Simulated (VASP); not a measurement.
# InAs (F-43m) in VASP: a series of runs

InAs is run at these levels: HSE06, r2SCAN; tasks: single point.

Everything below comes from runs of VASP 6.6.1. Logs are shortened: lines on timing, memory, paths and dates and some standing lists are left out, and cuts for length are marked.

### 1 The cell of the first run

The structure is cubic, space group F-43m (No. 216). Conventional cell: a = 6.109 Å, b = 6.109 Å, c = 6.109 Å, α = 90.00°, β = 90.00°, γ = 90.00°. In (site symmetry -43m) has 4 As at 2.65 Å within 3.5 Å. As (site symmetry -43m) has 4 In at 2.65 Å within 3.5 Å.

### 2 Single point, HSE06

File POSCAR:

```
InAs
1.0
    0.0000000000      3.0545904731      3.0545904731
    3.0545904731      0.0000000000      3.0545904731
    3.0545904731      3.0545904731      0.0000000000
In As
1 1
Direct
    0.0000000000      0.0000000000      0.0000000000
    0.2500000000      0.2500000000      0.2500000000
```

File INCAR.step1:

```
SYSTEM = InAs
  PREC = Accurate
  ENCUT = 520
  EDIFF = 1E-5
  ISMEAR = -1
  SIGMA = 0.02
  LREAL = .FALSE.
  LASPH = .TRUE.
  NELM = 80
  ALGO = Normal
  ISIF = 2
  LWAVE = .TRUE.
  LCHARG = .FALSE.
  NBANDS = 16
  GGA = PE
```

File INCAR.step2:

```
SYSTEM = InAs
  PREC = Accurate
  ENCUT = 520
  EDIFF = 1E-6
  ISMEAR = -1
  SIGMA = 0.02
  LREAL = .FALSE.
  LASPH = .TRUE.
  NELM = 80
  ALGO = Normal
  ISIF = 2
  LWAVE = .FALSE.
  LCHARG = .FALSE.
  GGA = PE
  LHFCALC = .TRUE.
  HFSCREEN = 0.2079
  PRECFOCK = Normal
  NBANDS = 16
  ISTART = 1
```

File KPOINTS:

```
Automatic mesh
0
G
  6 6 6
  0 0 0
```

Potentials or basis: VASP PAW PBE potentials, release 64 (In_d, As).

Run with:

```
$ cat potpaw_PBE.64/In_d/POTCAR potpaw_PBE.64/As/POTCAR > POTCAR
$ cp INCAR.step1 INCAR
$ mpirun -np 1 vasp_std > vasp.out
$ cp INCAR.step2 INCAR
$ mpirun -np 1 vasp_std > vasp.out
```

OUTCAR:

```text
SYSTEM = InAs
   PREC = Accurate
   ENCUT = 520
   EDIFF = 1E-6
   ISMEAR = -1
   LREAL = .FALSE.
   LASPH = .TRUE.
   NELM = 80
   ISIF = 2
   GGA = PE
   LHFCALC = .TRUE.
   HFSCREEN = 0.2079
   PRECFOCK = Normal
   ISTART = 1

 ion  position               nearest neighbor table
   1  0.000  0.000  0.000-   2 2.65   2 2.65   2 2.65   2 2.65
   2  0.250  0.250  0.250-   1 2.65   1 2.65   1 2.65   1 2.65

  LATTYP: Found a face centered cubic cell.
 ALAT       =     6.1091809462

  Lattice vectors:

 A1 = (   0.0000000000,   3.0545904731,   3.0545904731)
 A2 = (   3.0545904731,   0.0000000000,   3.0545904731)
 A3 = (   3.0545904731,   3.0545904731,   0.0000000000)

Analysis of symmetry for initial positions (statically):
=====================================================================
 Subroutine PRICEL returns:
 Original cell was already a primitive cell.

 Routine SETGRP: Setting up the symmetry group for a
 face centered cubic supercell.

 Subroutine GETGRP returns: Found 24 space group operations
 (whereof 24 operations were pure point group operations)
 out of a pool of 48 trial point group operations.

The static configuration has the point symmetry T_d .

Analysis of symmetry for dynamics (positions and initial velocities):
=====================================================================
 Subroutine PRICEL returns:
 Original cell was already a primitive cell.

 Routine SETGRP: Setting up the symmetry group for a
 face centered cubic supercell.

 Subroutine GETGRP returns: Found 24 space group operations
 (whereof 24 operations were pure point group operations)
 out of a pool of 48 trial point group operations.

The dynamic configuration has the point symmetry T_d .

 Subroutine INISYM returns: Found 24 space group operations
 (whereof 24 operations are pure point group operations),
 and found     1 'primitive' translations

----------------------------------------------------------------------------------------

                                     Primitive cell

  volume of cell :      57.0019

  direct lattice vectors                    reciprocal lattice vectors
     0.000000000  3.054590473  3.054590473    -0.163688064  0.163688064  0.163688064
     3.054590473  0.000000000  3.054590473     0.163688064 -0.163688064  0.163688064
     3.054590473  3.054590473  0.000000000     0.163688064  0.163688064 -0.163688064

  length of vectors
     4.319843275  4.319843275  4.319843275     0.283516043  0.283516043  0.283516043

  position of ions in fractional coordinates (direct lattice)
[... 78 lines left out ...]
   POTIM  = 0.5000    time-step for ionic-motion
   TEBEG  =    0.0;   TEEND  =   0.0 temperature during run
   PSTRESS=    0.0 pullay stress
   NELECT =      18.0000    total number of electrons
   NUPDOWN=      -1.0000    fix difference up-down
   EMIN   =  10.00;   EMAX   =-10.00  energy-range for DOS
   EFERMI =   0.00;   METHOD = LEGACY
   ISMEAR =    -1;   SIGMA  =   0.02  broadening in eV -4-tet -1-fermi 0-gaus
   EFERMI_NEDOS =   21; number of points for ismear=-14 and -15
   IALGO  =     38    algorithm
   IMIX   =      1    mixing-type and parameters
     AMIX     =   0.40;   BMIX     =  1.00
     AMIX_MAG =   1.60;   BMIX_MAG =  1.00
  volume/ion in A,a.u.               =      28.50       192.33
  Fermi-wavevector in a.u.,A,eV,Ry     =   1.114815  2.106694 16.909480  1.242812
  Thomas-Fermi vector in A             =   2.251413
   LORBIT       =      0    0 simple, 1 ext, 2 COOP (PROOUT), +10 PAW based schemes
   GGA     = PE    functional components
   LHFCALC =     T    Hartree Fock is set to
   PRECFOCK=normal    Normal, Fast or Accurate (Low or Medium for compatibility)
   ENCUT4O =  -1.0   cutoff for four orbital integrals eV
   NKREDX  =     1    reduce k-point grid by
   NKREDY  =     1    reduce k-point grid by
   NKREDZ  =     1    reduce k-point grid by
   AEXX    =    0.2500 exact exchange contribution
   HFSCREEN=    0.2079 screening length (either q_TF or 0.3 A-1)
   HFSCREENC=   0.2079 screening length for correlation (either q_TF or 0.3 A-1)
   ENCUTFOCK=  -1.0 apply spherical cutoff to Coloumb kernel
   IVDW    =     0    specifies the selected vdW correction
   LEPSILON=     F    determine dielectric tensor
   LRPA    =     F    only Hartree local field effects (RPA)
 non-spin polarized calculation
  energy-cutoff  :      520.00
  volume of cell :       57.00
 maximum number of plane-waves:      1572
  NGX = 28; NGY = 28; NGZ = 28

 number of electron      17.9999996 magnetization

 Free energy of the ion-electron system (eV)
  ---------------------------------------------------
  ext. energy  EPLUGINS =         0.00000000
  ---------------------------------------------------
  free energy    TOTEN  =        -9.21635603 eV

  energy without entropy =       -9.21635515  energy(sigma->0) =       -9.21635559

 E-fermi :   3.9869     XC(G=0):  -7.4764

 val. band max:        3.7981489079   @ k =   0.0000   0.0000   0.0000
 cond. band min:       4.1536390334   @ k =   0.0000   0.0000   0.0000
 fundamental gap:      0.3554901255
 Fermi energy:         3.9868812072

 k-point     1 :       0.0000    0.0000    0.0000
  band No.  band energies     occupation
      1     -12.2826      2.00000
      2     -12.2826      2.00000
      3     -12.2826      2.00000
      4     -12.1617      2.00000
      5     -12.1617      2.00000
      6      -9.0296      2.00000
[... 281 lines left out ...]
      3     -12.2137      2.00000
      4     -12.1813      2.00000
      5     -12.1501      2.00000
      6      -6.9139      2.00000
[... 8 lines left out ...]
     15      16.3754      0.00000
     16      16.5432      0.00000

------------------------ aborting loop because EDIFF is reached ----------------------------------------

  FORCE on cell =-STRESS in cart. coord.  units (eV):
  Direction    XX          YY          ZZ          XY          YZ          ZX
  --------------------------------------------------------------------------------------
  -------------------------------------------------------------------------------------
  Total       -0.0859838     -0.0859838     -0.0859838     -0.0000000      0.0000000     -0.0000000
  in kB       -2.4167869     -2.4167869     -2.4167869     -0.0000000      0.0000000     -0.0000000
  external PRESSURE =      -2.4167869 kB  Pullay stress =       0.0000000 kB

 VOLUME and BASIS-vectors are now :
 -----------------------------------------------------------------------------
  energy-cutoff  :      520.00
  volume of cell :       57.00
      direct lattice vectors                 reciprocal lattice vectors
     0.000000000  3.054590473  3.054590473    -0.163688064  0.163688064  0.163688064
     3.054590473  0.000000000  3.054590473     0.163688064 -0.163688064  0.163688064
     3.054590473  3.054590473  0.000000000     0.163688064  0.163688064 -0.163688064

 POSITION                                       TOTAL-FORCE (eV/Angst)
 -----------------------------------------------------------------------------------
      0.00000      0.00000      0.00000         0.000000      0.000000      0.000000
      1.52730      1.52730      1.52730        -0.000000     -0.000000     -0.000000
 -----------------------------------------------------------------------------------
    total drift:                                0.000024      0.000022      0.000011

  FREE ENERGIE OF THE ION-ELECTRON SYSTEM (eV)
  ---------------------------------------------------
  free  energy   TOTEN  =        -9.2163560272 eV

  energy  without entropy=       -9.2163551512  energy(sigma->0) =       -9.21635559
```

OUTCAR.step1:

```text
SYSTEM = InAs
   PREC = Accurate
   ENCUT = 520
   EDIFF = 1E-5
   ISMEAR = -1
   LREAL = .FALSE.
[... 514 lines left out ...]
      0.00000      0.00000      0.00000        -0.000000     -0.000000      0.000000
      1.52730      1.52730      1.52730         0.000000      0.000000     -0.000000
 -----------------------------------------------------------------------------------
    total drift:                               -0.000000     -0.000000     -0.000000

  FREE ENERGIE OF THE ION-ELECTRON SYSTEM (eV)
  ---------------------------------------------------
  free  energy   TOTEN  =        -7.6873006214 eV

  energy  without entropy=       -7.6869469944  energy(sigma->0) =       -7.68712381
```

OSZICAR.step1:

```text
N       E                     dE             d eps       ncg     rms          rms(c)
DAV:   1     0.113144648040E+03    0.11314E+03   -0.79977E+03   512   0.116E+03
DAV:   2    -0.633173111903E+00   -0.11378E+03   -0.10944E+03   584   0.287E+02
DAV:   3    -0.776276627724E+01   -0.71296E+01   -0.71023E+01   616   0.718E+01
DAV:   4    -0.794943021404E+01   -0.18666E+00   -0.18649E+00   728   0.132E+01
DAV:   5    -0.795725614642E+01   -0.78259E-02   -0.78259E-02   672   0.213E+00    0.436E+00
DAV:   6    -0.770841092595E+01    0.24885E+00   -0.37490E-01   824   0.100E+01    0.239E+00
DAV:   7    -0.768515661459E+01    0.23254E-01   -0.11043E-01   688   0.286E+00    0.719E-01
DAV:   8    -0.768645697468E+01   -0.13004E-02   -0.12932E-02   672   0.126E+00    0.177E-01
DAV:   9    -0.768707429024E+01   -0.61732E-03   -0.93340E-04   624   0.258E-01    0.106E-01
DAV:  10    -0.768725021292E+01   -0.17592E-03   -0.19781E-04   640   0.194E-01    0.552E-02
DAV:  11    -0.768730047185E+01   -0.50259E-04   -0.10880E-04   552   0.113E-01    0.322E-02
DAV:  12    -0.768730062138E+01   -0.14952E-06   -0.44296E-06   488   0.267E-02
   1 F= -.76873006E+01 E0= -.76871238E+01  d E =-.353627E-03
```

Wall time 80 min (1 thread of AMD EPYC 7R13 (Zen 3), shared host); peak memory 0.28 GiB.

What came out:

* Free energy: -9.2164 eV
* Pressure: -0.2 GPa
* Band gap on the k mesh: 0.36 eV

Caveat: the PAW data sets were made with another functional, which shifts forces and pressure a little; spin-orbit coupling is left out, which moves the levels of the heavy elements.

### 3 Single point, r2SCAN, non-collinear spin, zero start, spin-orbit coupling (strain +2.0%)

File POSCAR:

```
InAs
1.0
    0.0000000000      3.1156822825      3.1156822825
    3.1156822825      0.0000000000      3.1156822825
    3.1156822825      3.1156822825      0.0000000000
In As
1 1
Direct
    0.0000000000      0.0000000000      0.0000000000
    0.2500000000      0.2500000000      0.2500000000
```

File INCAR.step1:

```
PREC = Accurate
ENCUT = 520
ISMEAR = -1
SIGMA = 0.02
LREAL = False
LASPH = True
NELM = 150
MAGMOM = 0 0 0 0 0 0
LSORBIT = True
GGA_COMPAT = False
NBANDS = 30
GGA = PE
ALGO = Normal
EDIFF = 1E-4
LWAVE = True
LCHARG = False
```

File INCAR.step2:

```
PREC = Accurate
ENCUT = 520
EDIFF = 1E-6
ISMEAR = -1
SIGMA = 0.02
LREAL = False
LASPH = True
NELM = 150
ALGO = Normal
ISIF = 2
LWAVE = False
LCHARG = False
MAGMOM = 0 0 0 0 0 0
LORBIT = 11
LSORBIT = True
GGA_COMPAT = False
LORBMOM = True
METAGGA = R2SCAN
LMIXTAU = True
NBANDS = 30
ISTART = 1
```

File KPOINTS:

```
Automatic mesh
0
Gamma
  8 8 8
```

Potentials or basis: VASP PAW PBE potentials, release 64 (In_d, As).

Run with:

```
$ cat potpaw_PBE.64/In_d/POTCAR potpaw_PBE.64/As/POTCAR > POTCAR
$ cp INCAR.step1 INCAR
$ mpirun -np 1 vasp_ncl > vasp.out
$ cp INCAR.step2 INCAR
$ mpirun -np 1 vasp_ncl > vasp.out
```

It took 7.6 min on 1 thread of Intel Xeon 6975P-C (Granite Rapids), shared host; peak memory 0.52 GiB.

Results (log left out):

```
Free energy                                           : -38.0716 eV
Pressure                                              : -3.0 GPa
Net moment                                            : 0.00 μB per cell
Valence electrons inside the program's atomic spheres : In 11.39; As 2.79
```

Moments on the atoms (μB; x, y, z):
```
In  0.00 0.00 0.00
As  0.00 0.00 0.00
```

Caveat: the cell differs from its parent crystal (strain +2.0%); the PAW data sets were made with another functional, which shifts forces and pressure a little.
